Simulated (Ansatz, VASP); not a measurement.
## Two plane-wave programs on Hf

```
Hf
1.0
     3.13144    0.00000    0.00000
    -1.56572    2.71191    0.00000
     0.00000    0.00000    4.95455
Hf
2
Direct
  0.66667 0.33333 0.75000
  0.33333 0.66667 0.25000
```

Alike in both runs: task single point; functional LDA; k mesh 10 × 10 × 5; occupations fermi-dirac, width 0.05 eV; no spin polarisation.

```csv
,VASP,Ansatz
version,VASP 6.6.1,Ansatz 0.2.0
potentials or method,"VASP PAW LDA potentials, release 64 (Hf_pv)",Ansatz PAW
plane-wave cutoff (eV),520,420
valence electrons in the cell,20,52
```

|  | VASP | Ansatz | Ansatz less VASP |
| --- | --- | --- | --- |
| gap on the k mesh at the Fermi level (eV) | none | none | - |
| pressure (GPa) | -1.1 | -1.4 | -0.29 |
| traceless stress, the component that is largest in VASP (GPa) | -0.12 | -0.09 | +0.022 |

LDA's correlation is that of Perdew and Zunger in VASP and of Perdew and Wang (1992) in Ansatz. A gap of «none» marks a metal or a gap that the smearing closes. VASP's potentials hold 20 valence electrons a cell and Ansatz's 52, so a difference there can come from the potentials and not from the codes.

Spin-orbit coupling is off throughout.
